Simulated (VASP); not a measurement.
## Nb: single point with PBE

The system is Nb.

```
Nb
1.0
     0.00000    6.61715    6.61715
     6.61715    0.00000    6.61715
     6.61715    6.61715    0.00000
Nb
32
Direct
  0.00000 0.00000 0.00000
  0.12500 0.12500 0.12500
  0.25000 0.25000 0.25000
  0.37500 0.37500 0.37500
  0.00000 0.00000 0.50000
  0.12500 0.12500 0.62500
  0.25000 0.25000 0.75000
  0.37500 0.37500 0.87500
  0.00000 0.50000 0.00000
  0.12500 0.62500 0.12500
  0.25000 0.75000 0.25000
  0.37500 0.87500 0.37500
  0.00000 0.50000 0.50000
  0.12500 0.62500 0.62500
  0.25000 0.75000 0.75000
  0.37500 0.87500 0.87500
  0.50000 0.00000 0.00000
  0.62500 0.12500 0.12500
  0.75000 0.25000 0.25000
  0.87500 0.37500 0.37500
  0.50000 0.00000 0.50000
  0.62500 0.12500 0.62500
  0.75000 0.25000 0.75000
  0.87500 0.37500 0.87500
  0.50000 0.50000 0.00000
  0.62500 0.62500 0.12500
  0.75000 0.75000 0.25000
  0.87500 0.87500 0.37500
  0.50000 0.50000 0.50000
  0.62500 0.62500 0.62500
  0.75000 0.75000 0.75000
  0.87500 0.87500 0.87500
```

```yaml
Program: VASP 6.6.1
Task: single point
Functional: PBE
Potentials_or_basis: VASP PAW PBE potentials, release 64 (Nb_sv)
Cutoff: 500 eV
k_mesh: 3 × 3 × 3
Occupations: methfessel-paxton, width 0.1 eV
Spin: no spin polarisation
Dipole_correction: no
Further_INCAR_settings: LREAL = Auto; ALGO = Normal; EDIFF = 1e-06; NBANDS = 230
```

```yaml
Pressure: -0.9 GPa
Band_gap_on_the_k_mesh: zero (bands 208 and 209 overlap by 1.01 eV)
```

Levels at points of the mesh, in eV from the Fermi level:
| k point | band 205 | band 206 | band 207 | band 208 | band 209 | band 210 | band 211 | band 212 |
| --- | --- | --- | --- | --- | --- | --- | --- | --- |
| (0.00, 0.00, 0.00) | -1.02 | -1.02 | -1.02 | -1.02 | -1.02 | 0.41 | 0.41 | 0.41 |

Run time: 15 min on 1 thread of AMD EPYC 9R45 96-Core Processor (Zen 5), on a shared host, peak memory 0.85 GiB.
